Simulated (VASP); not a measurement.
# V in VASP: settings compared

V is run at these levels: LDA, PBE+U, PBEsol+U; tasks: elastic constants, single point.

All numbers are computed with VASP 6.6.1; they aren't measurements. Logs are shortened: lines on timing, memory, paths and dates and some standing lists are left out, and cuts for length are marked.

### Step 1. The cell of the first run

Symmetry: Im-3m, No. 229, cubic system. Conventional cell: a = 3.029 Å, b = 3.029 Å, c = 3.029 Å, α = 90.00°, β = 90.00°, γ = 90.00°. V (site symmetry m-3m) has 14 V at 2.62 to 3.03 Å within 3.5 Å.

### Step 2. Elastic constants, LDA, collinear spin, ferromagnetic start

INCAR

```
ALGO     = Normal         # electronic algorithm
EDIFF    = 1E-8           # SCF threshold, eV
ENCUT    = 600            # plane-wave cutoff, eV
IBRION   = 6              # ionic algorithm
ISIF     = 3              # what is computed and relaxed
ISMEAR   = -1             # smearing method
ISPIN    = 2              # spin polarisation
LASPH    = T              # aspherical terms in the spheres
LCHARG   = F              # write CHGCAR
LMAXMIX  = 4              # l up to which the mixer works
LORBIT   = 11             # projections on sites
LREAL    = F              # projectors in reciprocal space
LWAVE    = F              # write WAVECAR
MAGMOM   = 2              # initial moments
NELM     = 150            # most SCF steps
NFREE    = 2            
NSW      = 1              # ionic steps
POTIM    = 0.015          # step
PREC     = Accurate       # precision mode
SIGMA    = 0.05           # smearing width, eV
```

KPOINTS

```
k-points
0
Gamma
  9 9 9
```

POSCAR

```
V
1.0
   -1.5143500000      1.5143500000      1.5143500000
    1.5143500000     -1.5143500000      1.5143500000
    1.5143500000      1.5143500000     -1.5143500000
V
1
Direct
    0.0000000000      0.0000000000      0.0000000000
```

Potentials or basis: VASP PAW LDA potentials, release 64 (V_sv).

Launch:

```console
cat potpaw_LDA.64/V_sv/POTCAR > POTCAR
mpirun -np 1 vasp_std > vasp.out
```

OUTCAR:

```text
EDIFF = 1E-8
   ENCUT = 600
   IBRION = 6
   ISIF = 3
   ISMEAR = -1
   ISPIN = 2
   LASPH = T
   LORBIT = 11
   LREAL = F
   NELM = 150
   NFREE = 2
   NSW = 1
   POTIM = 0.015
   PREC = Accurate

 ion  position               nearest neighbor table
   1  0.000  0.000  0.000-

  LATTYP: Found a body centered cubic cell.
 ALAT       =     3.0287000000

  Lattice vectors:

 A1 = (  -1.5143500000,   1.5143500000,   1.5143500000)
 A2 = (   1.5143500000,  -1.5143500000,   1.5143500000)
 A3 = (   1.5143500000,   1.5143500000,  -1.5143500000)

Analysis of symmetry for initial positions (statically):
=====================================================================
 Subroutine PRICEL returns:
 Original cell was already a primitive cell.

 Routine SETGRP: Setting up the symmetry group for a
 body centered cubic supercell.

 Subroutine GETGRP returns: Found 48 space group operations
 (whereof 48 operations were pure point group operations)
 out of a pool of 48 trial point group operations.

The static configuration has the point symmetry O_h .

Analysis of symmetry for dynamics (positions and initial velocities):
=====================================================================
 Subroutine PRICEL returns:
 Original cell was already a primitive cell.

 Routine SETGRP: Setting up the symmetry group for a
 body centered cubic supercell.

 Subroutine GETGRP returns: Found 48 space group operations
 (whereof 48 operations were pure point group operations)
 out of a pool of 48 trial point group operations.

The dynamic configuration has the point symmetry O_h .

Analysis of structural, dynamic, and magnetic symmetry:
=====================================================================
 Subroutine PRICEL returns:
 Original cell was already a primitive cell.

 Routine SETGRP: Setting up the symmetry group for a
 body centered cubic supercell.

 Subroutine GETGRP returns: Found 48 space group operations
 (whereof 48 operations were pure point group operations)
 out of a pool of 48 trial point group operations.

The overall configuration has the point symmetry O_h .

 Subroutine INISYM returns: Found 48 space group operations
 (whereof 48 operations are pure point group operations),
 and found     1 'primitive' translations

----------------------------------------------------------------------------------------

                                     Primitive cell

  volume of cell :      13.8912

  direct lattice vectors                    reciprocal lattice vectors
    -1.514350000  1.514350000  1.514350000     0.000000000  0.330174662  0.330174662
     1.514350000 -1.514350000  1.514350000     0.330174662  0.000000000  0.330174662
     1.514350000  1.514350000 -1.514350000     0.330174662  0.330174662  0.000000000

  length of vectors
     2.622931140  2.622931140  2.622931140     0.466937486  0.466937486  0.466937486

  position of ions in fractional coordinates (direct lattice)
     0.000000000  0.000000000  0.000000000

  ion indices of the primitive-cell ions
   primitive index   ion index
                 1           1

----------------------------------------------------------------------------------------

 KPOINTS: k-points

Automatic generation of k-mesh.
 Grid dimensions read from file:
 generate k-points for:    9    9    9

 Generating k-lattice:

  Cartesian coordinates                     Fractional coordinates (reciprocal lattice)
     0.000000000  0.036686074  0.036686074     0.111111111  0.000000000  0.000000000
     0.036686074  0.000000000  0.036686074     0.000000000  0.111111111  0.000000000
     0.036686074  0.036686074  0.000000000     0.000000000  0.000000000  0.111111111

  Length of vectors
     0.051881943  0.051881943  0.051881943

  Shift w.r.t. Gamma in fractional coordinates (k-lattice)
     0.000000000  0.000000000  0.000000000

 Subroutine IBZKPT returns following result:
 ===========================================

 Found     35 irreducible k-points:
[... 63 lines left out ...]
   IALGO  =     38    algorithm
   IMIX   =      4    mixing-type and parameters
     AMIX     =   0.40;   BMIX     =  1.00
     AMIX_MAG =   1.60;   BMIX_MAG =  1.00
  volume/ion in A,a.u.               =      13.89        93.74
  Fermi-wavevector in a.u.,A,eV,Ry     =   1.601313  3.026044 34.888125  2.564205
  Thomas-Fermi vector in A             =   2.698311
   LORBIT       =     11    0 simple, 1 ext, 2 COOP (PROOUT), +10 PAW based schemes
   GGA     = CA    functional components
   LHFCALC =     F    Hartree Fock is set to
   AEXX    =    0.0000 exact exchange contribution
   IVDW    =     0    specifies the selected vdW correction
   LEPSILON=     F    determine dielectric tensor
   LRPA    =     F    only Hartree local field effects (RPA)
 finite differences with symmetry
 spin polarized calculation
  energy-cutoff  :      600.00
  volume of cell :       13.89
 maximum number of plane-waves:       473
 NGX is ok and might be reduce to    24
   NGX = 11   NGY = 11   NGZ = 11

--------------------------------------- Ionic step        1  -------------------------------------------

 number of electron      13.0000003 magnetization       0.0000165

 number of electron      13.0000003 magnetization      -0.0000789

 Free energy of the ion-electron system (eV)
  ---------------------------------------------------
  ext. energy  EPLUGINS =         0.00000000
  ---------------------------------------------------
  free energy    TOTEN  =        -9.87552547 eV

  energy without entropy =       -9.85602112  energy(sigma->0) =       -9.86577330

------------------------ aborting loop because EDIFF is reached ----------------------------------------

  FORCE on cell =-STRESS in cart. coord.  units (eV):
  Direction    XX          YY          ZZ          XY          YZ          ZX
  --------------------------------------------------------------------------------------
  -------------------------------------------------------------------------------------
  Total       -1.5542853     -1.5542853     -1.5542853      0.0000000      0.0000000      0.0000000
  in kB     -179.2679088   -179.2679088   -179.2679088      0.0000000      0.0000000      0.0000000
  external PRESSURE =    -179.2679088 kB  Pullay stress =       0.0000000 kB
[... 90 lines left out ...]
  FREE ENERGIE OF THE ION-ELECTRON SYSTEM (eV)
  ---------------------------------------------------
  free  energy   TOTEN  =        -9.8971693583 eV

  energy  without entropy=       -9.8792760164  energy(sigma->0) =       -9.88822269

[... ionic steps 4 to 12 ...]

--------------------------------------- Ionic step       13  -------------------------------------------

 number of electron      13.0000003 magnetization      -0.0000001

 number of electron      13.0000003 magnetization       0.0000002
[... 71 lines left out ...]
 number of electron      13.0000002 magnetization      -0.0000000

 number of electron      13.0000002 magnetization       0.0000000

 Free energy of the ion-electron system (eV)
  ---------------------------------------------------
  ext. energy  EPLUGINS =         0.00000000
  ---------------------------------------------------
  free energy    TOTEN  =        -9.87552342 eV

  energy without entropy =       -9.85601922  energy(sigma->0) =       -9.86577132

 E-fermi :   9.1719     XC(G=0): -13.0535

 val. band max:        9.1674076970   @ k =   0.2222   0.0000   0.0000
 cond. band min:       9.1997936753   @ k =  -0.2222   0.3333   0.1111
 fundamental gap:      0.0323859783
 Fermi energy:         9.1718716415

 spin component 1

 k-point     1 :       0.0000    0.0000    0.0000
  band No.  band energies     occupation
      1     -53.8565      1.00000
      2     -27.6108      1.00000
      3     -27.6108      1.00000
      4     -27.6108      1.00000
      5       2.6541      1.00000
      6       9.5078      0.00121
      7       9.5078      0.00121
      8       9.5078      0.00121
      9      11.4242      0.00000
     10      11.4242      0.00000
     11      29.4072      0.00000
[... 310 lines left out ...]
  band No.  band energies     occupation
      1     -53.6404      1.00000
      2     -28.3646      1.00000
      3     -28.0035      1.00000
      4     -27.7418      1.00000
      5       6.8762      1.00000
      6       8.5320      1.00000
      7       8.6205      0.99998
      8      10.9361      0.00000
      9      12.5412      0.00000
     10      15.1341      0.00000
     11      18.8408      0.00000

 [... further k-points ...]

 spin component 2

 k-point     1 :       0.0000    0.0000    0.0000
  band No.  band energies     occupation
      1     -53.8565      1.00000
      2     -27.6108      1.00000
      3     -27.6108      1.00000
      4     -27.6108      1.00000
      5       2.6541      1.00000
      6       9.5078      0.00121
      7       9.5078      0.00121
      8       9.5078      0.00121
      9      11.4242      0.00000
     10      11.4242      0.00000
     11      29.4072      0.00000
[... 350 lines left out ...]
  FREE ENERGIE OF THE ION-ELECTRON SYSTEM (eV)
  ---------------------------------------------------
  free  energy   TOTEN  =        -9.8755234158 eV

  energy  without entropy=       -9.8560192171  energy(sigma->0) =       -9.86577132

 INTERNAL STRAIN TENSORS FROM STRAINED CELLS
 ============================================

 INTERNAL STRAIN TENSOR FOR ION    1 for displacements in x,y,z  (eV/Angst):
          X           Y           Z          XY          YZ          ZX
  --------------------------------------------------------------------------------
  x     0.00000     0.00000     0.00000    -0.00000     0.00000     0.00000
  y     0.00000     0.00000     0.00000     0.00000    -0.00000     0.00000
  z    -0.00000     0.00000     0.00000    -0.00000     0.00000    -0.00000

 INTERNAL STRAIN TENSORS FROM DISPLACED ATOMS
 ============================================

 INTERNAL STRAIN TENSOR FOR ION    1 for displacements in x,y,z  (eV/Angst):
          X           Y           Z          XY          YZ          ZX
  --------------------------------------------------------------------------------
  x     0.00000     0.00000     0.00000     0.00000     0.00000     0.00000
  y     0.00000     0.00000     0.00000     0.00000     0.00000     0.00000
  z     0.00000     0.00000     0.00000     0.00000     0.00000     0.00000

 Eigenvectors and eigenvalues of the dynamical matrix
 ----------------------------------------------------

   1 f/i=    0.000000 THz     0.000000 2PiTHz    0.000000 cm-1     0.000000 meV
             X         Y         Z           dx          dy          dz
      0.000000  0.000000  0.000000     1.000000    0.000000    0.000000

   2 f/i=    0.000000 THz     0.000000 2PiTHz    0.000000 cm-1     0.000000 meV
             X         Y         Z           dx          dy          dz
      0.000000  0.000000  0.000000     0.000000    1.000000    0.000000

   3 f/i=    0.000000 THz     0.000000 2PiTHz    0.000000 cm-1     0.000000 meV
             X         Y         Z           dx          dy          dz
      0.000000  0.000000  0.000000     0.000000    0.000000    1.000000

--------------------------------------------------------------------------------------------------------

 ELASTIC MODULI CONTR FROM IONIC RELAXATION (kBar)
 Direction    XX          YY          ZZ          XY          YZ          ZX
 --------------------------------------------------------------------------------
 XX           0.0000      0.0000      0.0000      0.0000      0.0000      0.0000
 YY           0.0000      0.0000      0.0000      0.0000      0.0000      0.0000
 ZZ           0.0000      0.0000      0.0000      0.0000      0.0000      0.0000
 XY           0.0000      0.0000      0.0000      0.0000      0.0000      0.0000
 YZ           0.0000      0.0000      0.0000      0.0000      0.0000      0.0000
 ZX           0.0000      0.0000      0.0000      0.0000      0.0000      0.0000
 --------------------------------------------------------------------------------

 TOTAL ELASTIC MODULI (kBar)
 Direction    XX          YY          ZZ          XY          YZ          ZX
 --------------------------------------------------------------------------------
 XX        1861.2774   1278.9469   1278.9469      0.0000     -0.0000      0.0000
 YY        1278.9469   1861.2774   1278.9469      0.0000     -0.0000      0.0000
 ZZ        1278.9469   1278.9469   1861.2774     -0.0000     -0.0000      0.0000
 XY           0.0000      0.0000     -0.0000   -475.6213     -0.0000     -0.0000
 YZ          -0.0000     -0.0000     -0.0000     -0.0000   -475.6213     -0.0000
 ZX           0.0000      0.0000      0.0000     -0.0000     -0.0000   -475.6213
 --------------------------------------------------------------------------------

 total charge

# of ion       s       p       d       tot
------------------------------------------
    1        2.334   6.202   3.095  11.631

 magnetization (x)

# of ion       s       p       d       tot
------------------------------------------
    1        0.000   0.000  -0.000  -0.000
```

Run time: 2.5 min. Hardware: 1 thread of Intel Xeon 6975P-C (Granite Rapids), shared host; peak memory 0.23 GiB.

What came out:

```yaml
Net_moment: 0.00 μB per cell
Valence_electrons_inside_the_program's_atomic_spheres: V 11.63
Elastic_constants_C11_C12_C44: 186, 128, -48 GPa
Voigt_bulk_modulus: 147 GPa
```

Elastic tensor in Voigt notation (GPa, in the Cartesian axes of the cell as first typed):
```
186 128 128   0   0   0
128 186 128   0   0   0
128 128 186   0   0   0
  0   0   0 -48   0   0
  0   0   0   0 -48   0
  0   0   0   0   0 -48
```

Clamped-ion elastic tensor (GPa):
```
186 128 128   0   0   0
128 186 128   0   0   0
128 128 186   0   0   0
  0   0   0 -48   0   0
  0   0   0   0 -48   0
  0   0   0   0   0 -48
```

Caveat: the cell is under stress, which shifts elastic constants; the elastic tensor has a negative eigenvalue, so either the cell is unstable as it stands or the mesh is too thin.

(Part 1 of 2 ends here.)
